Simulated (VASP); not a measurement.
# NaH (Immm) in VASP: notebook

Runs on NaH. Level: r2SCAN. Tasks: single point.

Program: VASP 6.6.1. These are calculated values, not measurements. Logs are shortened: lines on timing, memory, paths and dates and some standing lists are left out, and cuts for length are marked.

**1. The cell of the first run**

The structure is orthorhombic, space group Immm (No. 71). Conventional cell: a = 3.263 Å, b = 3.517 Å, c = 4.626 Å, α = 90.00°, β = 90.00°, γ = 90.00°. Within 3.1 Å of Na (site symmetry mmm) lie 6 H at 2.31 to 2.40 Å. Within 3.1 Å of H (site symmetry mmm) lie 6 Na at 2.31 to 2.40 Å.

**2. Single point, r2SCAN (engineering shear strain xy -0.0750, normal strain along z -0.0350)**

Input file POSCAR:

```
NaH
1.0
   -0.0898886864      2.3970316378      2.3131355305
    2.3970316378     -0.0898886864      2.3131355305
    2.3071429514      2.3071429514      0.0000000000
Na H
1 1
Direct
    0.0000000000      0.0000000000      0.0000000000
    0.5000000000      0.5000000000      0.5000000000
```

Input file INCAR.step1:

```
PREC = Accurate
ENCUT = 520
ISMEAR = -1
SIGMA = 0.2
LREAL = False
LASPH = True
NELM = 80
NBANDS = 11
GGA = PE
ALGO = Normal
EDIFF = 1E-4
LWAVE = True
LCHARG = False
```

Input file INCAR.step2:

```
PREC = Accurate
ENCUT = 520
EDIFF = 1E-7
ISMEAR = -1
SIGMA = 0.2
LREAL = False
LASPH = True
NELM = 80
ALGO = Normal
ISIF = 2
LWAVE = False
LCHARG = False
METAGGA = R2SCAN
LMIXTAU = True
NBANDS = 11
ISTART = 1
```

Input file KPOINTS:

```
regular mesh
0
Gamma
  8 8 8
```

Potentials or basis: VASP PAW PBE potentials, release 64 (Na_pv, H).

Run with:

```console
> cat potpaw_PBE.64/Na_pv/POTCAR potpaw_PBE.64/H/POTCAR > POTCAR
> cp INCAR.step1 INCAR
> mpirun -np 1 vasp_std > vasp.out
> cp INCAR.step2 INCAR
> mpirun -np 1 vasp_std > vasp.out
```

OUTCAR:

```text
PREC = Accurate
   ENCUT = 520
   EDIFF = 1E-7
   ISMEAR = -1
   LREAL = False
   LASPH = True
   NELM = 80
   ISIF = 2
   METAGGA = R2SCAN
   ISTART = 1

 ion  position               nearest neighbor table
   1  0.000  0.000  0.000-
   2  0.500  0.500  0.500-

  LATTYP: Found a body centered orthorhombic cell.
 ALAT       =     3.2627928522
 B/A-ratio  =     1.0779220779
 C/A-ratio  =     1.4178868444

  Lattice vectors:

 A1 = (   0.0898886864,  -2.3970316378,  -2.3131355305)
 A2 = (  -0.0898886864,   2.3970316378,  -2.3131355305)
 A3 = (   2.3970316378,  -0.0898886864,   2.3131355305)

Analysis of symmetry for initial positions (statically):
=====================================================================
 Subroutine PRICEL returns:
 Original cell was already a primitive cell.

 Routine SETGRP: Setting up the symmetry group for a
 body centered orthorhombic supercell.

 Subroutine GETGRP returns: Found  8 space group operations
 (whereof  8 operations were pure point group operations)
 out of a pool of  8 trial point group operations.

The static configuration has the point symmetry D_2h.

Analysis of symmetry for dynamics (positions and initial velocities):
=====================================================================
 Subroutine PRICEL returns:
 Original cell was already a primitive cell.

 Routine SETGRP: Setting up the symmetry group for a
 body centered orthorhombic supercell.

 Subroutine GETGRP returns: Found  8 space group operations
 (whereof  8 operations were pure point group operations)
 out of a pool of  8 trial point group operations.

The dynamic configuration has the point symmetry D_2h.

 Subroutine INISYM returns: Found  8 space group operations
 (whereof  8 operations are pure point group operations),
 and found     1 'primitive' translations

----------------------------------------------------------------------------------------

                                     Primitive cell

  volume of cell :      26.5441

  direct lattice vectors                    reciprocal lattice vectors
    -0.089888686  2.397031638  2.313135530    -0.201051877  0.201051877  0.216156811
     2.397031638 -0.089888686  2.313135530     0.201051877 -0.201051877  0.216156811
     2.307142951  2.307142951  0.000000000     0.216718257  0.216718257 -0.216156811

  length of vectors
     3.332332011  3.332332011  3.262792852     0.357165902  0.357165902  0.375043162

  position of ions in fractional coordinates (direct lattice)
     0.000000000  0.000000000  0.000000000
     0.500000000  0.500000000  0.500000000

  ion indices of the primitive-cell ions
   primitive index   ion index
                 1           1
                 2           2

----------------------------------------------------------------------------------------

 KPOINTS: regular mesh

Automatic generation of k-mesh.
 Grid dimensions read from file:
 generate k-points for:    8    8    8

 Generating k-lattice:

  Cartesian coordinates                     Fractional coordinates (reciprocal lattice)
    -0.025131485  0.025131485  0.027019601     0.125000000 -0.000000000  0.000000000
     0.025131485 -0.025131485  0.027019601    -0.000000000  0.125000000  0.000000000
     0.027089782  0.027089782 -0.027019601    -0.000000000 -0.000000000  0.125000000

  Length of vectors
     0.044645738  0.044645738  0.046880395

  Shift w.r.t. Gamma in fractional coordinates (k-lattice)
     0.000000000  0.000000000  0.000000000

 Subroutine IBZKPT returns following result:
 ===========================================

 Found     95 irreducible k-points:

 Following reciprocal coordinates:
            Coordinates               Weight
  0.000000  0.000000  0.000000      1.000000
  0.125000 -0.000000  0.000000      4.000000
  0.250000 -0.000000  0.000000      4.000000
  0.375000 -0.000000  0.000000      4.000000
  0.500000 -0.000000  0.000000      2.000000
  0.125000  0.125000  0.000000      2.000000
[... 16 lines left out ...]
  0.125000  0.000000  0.125000      4.000000
  0.250000 -0.000000  0.125000      8.000000
 [... further k-points ...]
   k-points           NKPTS =     95   k-points in BZ     NKDIM =     95   number of bands    NBANDS=     11
   number of dos      NEDOS =    301   number of ions     NIONS =      2
   total plane-waves  NPLWV =  18816
   dimension x,y,z NGX =    28 NGY =   28 NGZ =   24
   dimension x,y,z NGXF=    56 NGYF=   56 NGZF=   48
   ions per type =               1   1
   NGX,Y,Z   is equivalent  to a cutoff of  13.97, 13.97, 12.23 a.u.
   NGXF,Y,Z  is equivalent  to a cutoff of  27.94, 27.94, 24.46 a.u.
 SYSTEM =  unknown system
   PREC   = accura    normal or accurate (medium, high low for compatibility)
   ISTART =      1    job   : 0-new  1-cont  2-samecut
   ICHARG =      0    charge: 1-file 2-atom 10-const
   ISPIN  =      1    spin polarized calculation?
   LNONCOLLINEAR =      F non collinear calculations
   LSORBIT =      F    spin-orbit coupling
   LASPH  =      T    aspherical Exc in radial PAW
   ENCUT  =  520.0 eV  38.22 Ry    6.18 a.u.   6.20  6.20  6.07*2*pi/ulx,y,z
   NELM   =     80;   NELMIN=  2; NELMDL=  0     # of ELM steps
   EDIFF  = 0.1E-06   stopping-criterion for ELM
   LREAL  =      F    real-space projection
   EDIFFG = 0.1E-05   stopping-criterion for IOM
   NSW    =      0    number of steps for IOM
   IBRION =     -1    ionic relax: 0-MD 1-quasi-New 2-CG
   NFREE  =      0    steps in history (QN), initial steepest desc. (CG)
   ISIF   =      2    stress and relaxation
   ISYM   =      2    0-nonsym 1-usesym 2-fastsym
   POTIM  = 0.5000    time-step for ionic-motion
   TEBEG  =    0.0;   TEEND  =   0.0 temperature during run
   PSTRESS=    0.0 pullay stress
   NELECT =       8.0000    total number of electrons
   NUPDOWN=      -1.0000    fix difference up-down
   EMIN   =  10.00;   EMAX   =-10.00  energy-range for DOS
   EFERMI =   0.00;   METHOD = LEGACY
   ISMEAR =    -1;   SIGMA  =   0.20  broadening in eV -4-tet -1-fermi 0-gaus
   EFERMI_NEDOS =   21; number of points for ismear=-14 and -15
   IALGO  =     38    algorithm
   IMIX   =      4    mixing-type and parameters
     AMIX     =   0.40;   BMIX     =  1.00
     AMIX_MAG =   1.60;   BMIX_MAG =  1.00
  volume/ion in A,a.u.               =      13.27        89.56
  Fermi-wavevector in a.u.,A,eV,Ry     =   1.097612  2.074187 16.391660  1.204753
  Thomas-Fermi vector in A             =   2.233975
   LORBIT       =      0    0 simple, 1 ext, 2 COOP (PROOUT), +10 PAW based schemes
   METAGGA = R2SCAN    functional components
   LHFCALC =     F    Hartree Fock is set to
   AEXX    =    0.0000 exact exchange contribution
   IVDW    =     0    specifies the selected vdW correction
   LEPSILON=     F    determine dielectric tensor
   LRPA    =     F    only Hartree local field effects (RPA)
 non-spin polarized calculation
  energy-cutoff  :      520.00
  volume of cell :       26.54
 maximum number of plane-waves:       726
 NGX is ok and might be reduce to    28
   NGX = 13   NGY = 13   NGZ = 13

 number of electron       7.9999998 magnetization

 Free energy of the ion-electron system (eV)
  ---------------------------------------------------
  ext. energy  EPLUGINS =         0.00000000
  ---------------------------------------------------
  free energy    TOTEN  =        -7.58678998 eV

  energy without entropy =       -7.58678207  energy(sigma->0) =       -7.58678602

 E-fermi :   1.1372     XC(G=0):  -8.3672

 val. band max:       -1.2230999142   @ k =  -0.3750  -0.3750   0.2500
 cond. band min:       3.0058368671   @ k =   0.5000  -0.0000   0.0000
 fundamental gap:      4.2289367813
 Fermi energy:         1.1372411927

 k-point     1 :       0.0000    0.0000    0.0000
  band No.  band energies     occupation
      1     -24.0721      2.00000
      2     -24.0593      2.00000
      3     -24.0529      2.00000
      4      -4.9807      2.00000
      5      10.6459      0.00000
      6      14.6383      0.00000
      7      15.7546      0.00000
      8      15.8190      0.00000
      9      16.1917      0.00000
     10      16.4392      0.00000
     11      17.5074      0.00000

 k-point     2 :       0.1250   -0.0000    0.0000
  band No.  band energies     occupation
      1     -24.0742      2.00000
      2     -24.0727      2.00000
      3     -24.0558      2.00000
      4      -4.7108      2.00000
      5       9.3563      0.00000
      6      12.7113      0.00000
      7      14.8249      0.00000
      8      15.5254      0.00000
      9      16.8005      0.00000
     10      18.1742      0.00000
     11      18.4145      0.00000

 k-point     3 :       0.2500   -0.0000    0.0000
  band No.  band energies     occupation
      1     -24.1094      2.00000
      2     -24.0793      2.00000
      3     -24.0578      2.00000
      4      -3.9489      2.00000
      5       6.5852      0.00000
      6      11.7289      0.00000
      7      14.0299      0.00000
      8      14.4775      0.00000
      9      17.8299      0.00000
     10      18.0555      0.00000
     11      19.1170      0.00000

 k-point     4 :       0.3750   -0.0000    0.0000
  band No.  band energies     occupation
      1     -24.1460      2.00000
      2     -24.0844      2.00000
      3     -24.0595      2.00000
      4      -2.9027      2.00000
      5       4.1167      0.00000
      6      11.3065      0.00000
      7      13.5103      0.00000
      8      13.7874      0.00000
      9      17.6591      0.00000
     10      17.6763      0.00000
     11      19.6954      0.00000
[... 239 lines left out ...]
 k-point    22 :       0.0000    0.0000    0.1250
  band No.  band energies     occupation
      1     -24.0871      2.00000
      2     -24.0615      2.00000
      3     -24.0578      2.00000
      4      -4.6809      2.00000
      5       9.7582      0.00000
      6      13.1326      0.00000
      7      13.7765      0.00000
      8      15.1676      0.00000
      9      16.7382      0.00000
     10      17.1868      0.00000
     11      18.5036      0.00000

 k-point    23 :       0.1250    0.0000    0.1250
  band No.  band energies     occupation
      1     -24.0864      2.00000
      2     -24.0656      2.00000
      3     -24.0583      2.00000
      4      -4.6122      2.00000
      5       9.4243      0.00000
      6      12.8838      0.00000
      7      13.7404      0.00000
      8      14.2534      0.00000
      9      16.8004      0.00000
     10      18.7428      0.00000
     11      18.8216      0.00000

 k-point    24 :       0.2500   -0.0000    0.1250
  band No.  band energies     occupation
      1     -24.1011      2.00000
      2     -24.0798      2.00000
      3     -24.0630      2.00000
      4      -4.0368      2.00000
      5       7.5028      0.00000
      6      10.8094      0.00000
      7      12.9689      0.00000
      8      15.3213      0.00000
      9      16.4789      0.00000
     10      19.3503      0.00000
     11      20.3144      0.00000

 [... further k-points ...]

------------------------ aborting loop because EDIFF is reached ----------------------------------------

  FORCE on cell =-STRESS in cart. coord.  units (eV):
  Direction    XX          YY          ZZ          XY          YZ          ZX
  --------------------------------------------------------------------------------------
  -------------------------------------------------------------------------------------
  Total        0.0531715      0.0531715      0.2948448      0.2908493      0.0000000      0.0000000
  in kB        3.2093867      3.2093867     17.7965831     17.5554165      0.0000000      0.0000000
  external PRESSURE =       8.0717855 kB  Pullay stress =       0.0000000 kB

 VOLUME and BASIS-vectors are now :
 -----------------------------------------------------------------------------
  energy-cutoff  :      520.00
  volume of cell :       26.54
      direct lattice vectors                 reciprocal lattice vectors
    -0.089888686  2.397031638  2.313135530    -0.201051877  0.201051877  0.216156811
     2.397031638 -0.089888686  2.313135530     0.201051877 -0.201051877  0.216156811
     2.307142951  2.307142951  0.000000000     0.216718257  0.216718257 -0.216156811

 POSITION                                       TOTAL-FORCE (eV/Angst)
 -----------------------------------------------------------------------------------
      0.00000      0.00000      0.00000        -0.000000      0.000000      0.000000
      2.30714      2.30714      2.31314         0.000000     -0.000000      0.000000
 -----------------------------------------------------------------------------------
    total drift:                               -0.000000     -0.000000     -0.000000

  FREE ENERGIE OF THE ION-ELECTRON SYSTEM (eV)
  ---------------------------------------------------
  free  energy   TOTEN  =        -7.5867899775 eV

  energy  without entropy=       -7.5867820699  energy(sigma->0) =       -7.58678602
```

It took 55 s on 1 thread of Intel Xeon 6975P-C (Granite Rapids), shared host; peak memory 0.15 GiB.

Results:

- Free energy: -7.5868 eV
- Pressure: 0.8 GPa
- Band gap on the k mesh: 4.23 eV (least direct gap 5.28 eV)

Stress tensor (GPa, compression positive):
```
0.32 1.76 0.00
1.76 0.32 0.00
0.00 0.00 1.78
```

Levels at points of the mesh, in eV from the valence-band top:
| k point | band 1 | band 2 | band 3 | band 4 | band 5 | band 6 | band 7 | band 8 |
| --- | --- | --- | --- | --- | --- | --- | --- | --- |
| (0.00, 0.00, 0.00) | -22.85 | -22.84 | -22.83 | -3.76 | 11.87 | 15.86 | 16.98 | 17.04 |
| (0.50, 0.00, 0.00) | -22.94 | -22.86 | -22.84 | -1.06 | 4.23 | 12.41 | 14.55 | 14.77 |
| (0.50, 0.50, 0.00) | -22.93 | -22.88 | -22.88 | -0.12 | 5.60 | 10.50 | 10.53 | 12.45 |
| (0.00, 0.00, 0.50) | -22.96 | -22.85 | -22.85 | -0.72 | 4.67 | 11.74 | 13.30 | 14.51 |
| (0.50, 0.00, 0.50) | -22.95 | -22.87 | -22.87 | -0.25 | 5.15 | 11.05 | 11.93 | 11.94 |

Caveat: the cell differs from its parent crystal (engineering shear strain xy -0.0750, normal strain along z -0.0350); the PAW data sets were made with another functional, which shifts forces and pressure a little.

(Continued in part 2 of 2.)
